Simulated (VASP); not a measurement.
Hf, 1 atom in the cell. It takes space group I4/mmm (No. 139, tetragonal). The conventional cell has a = 3.154 Å, b = 3.154 Å, c = 4.547 Å, α = 90.00°, β = 90.00°, γ = 90.00°. Within 4.2 Å of Hf (site symmetry 4/mmm) lie 12 Hf at 3.15 to 3.19 Å. 

* Program: VASP 6.6.1
* Task: relaxation of cell and atoms
* Functional: PBE
* Potentials or basis: VASP PAW PBE potentials, release 64 (Hf_pv)
* Cutoff: 600 eV
* k mesh: 24 × 24 × 24
* Occupations: gaussian, width 0.1 eV
* Spin: no spin polarisation
* Dipole correction: no
* Further INCAR settings: ALGO = Fast; EDIFF = 1e-07; IBRION = 2; EDIFFG = -0.01; NSW = 100; ISIF = 3

Potentials or basis: VASP PAW PBE potentials, release 64 (Hf_pv).

Run with:

```sh
$ cat potpaw_PBE.64/Hf_pv/POTCAR > POTCAR
$ mpirun -np 1 vasp_std > vasp.out
```

Hardware: 1 thread of Intel(R) Xeon(R) 6975P-C (Granite Rapids), with other jobs on the host.

**Question.** Estimate the wall time of this run.

**Answer.** It took 8.5 min on 1 thread of Intel(R) Xeon(R) 6975P-C (Granite Rapids), with other jobs on the host, peak memory 0.43 GiB. Counts: scf iterations 53, k points 1063, ion steps 5.
